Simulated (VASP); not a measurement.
Li2S: single point with HSE06

The system is Li2S.

```
Li S
1.0
     0.00000    2.84529    2.84529
     2.84529    0.00000    2.84529
     2.84529    2.84529    0.00000
Li S
2 1
Direct
  0.25000 0.25000 0.25000
  0.75000 0.75000 0.75000
  0.00000 0.00000 0.00000
```

* Program: VASP 6.6.1
* Task: single point
* Functional: HSE06
* Potentials or basis: VASP PAW PBE potentials, release 64 (Li_sv, S)
* Cutoff: 650 eV
* k mesh: 6 × 6 × 6
* Occupations: gaussian, width 0.01 eV
* Spin: no spin polarisation

The pressure is -0.6 GPa and the band gap on the k mesh is 4.33 eV (least direct gap 5.35 eV).

Levels at points of the mesh, in eV from the valence-band top:
| k point | band 4 | band 5 | band 6 | band 7 | band 8 | band 9 |
| --- | --- | --- | --- | --- | --- | --- |
| (0.00, 0.00, 0.00) | 0.00 | 0.00 | 0.00 | 5.35 | 7.39 | 7.39 |
| (0.50, 0.00, 0.00) | -3.16 | -0.55 | -0.55 | 7.28 | 7.72 | 7.72 |
| (0.50, 0.50, 0.00) | -2.41 | -1.54 | -1.54 | 4.33 | 8.25 | 12.56 |

Wall time 34 min on 1 thread of Intel(R) Xeon(R) Platinum 8259CL CPU @ 2.50GHz (Skylake/Cascade Lake), with other jobs on the host, peak memory 0.32 GiB.

Caveat: the PAW data sets were made with another functional, which shifts forces and pressure a little. A k mesh can miss the band edges.
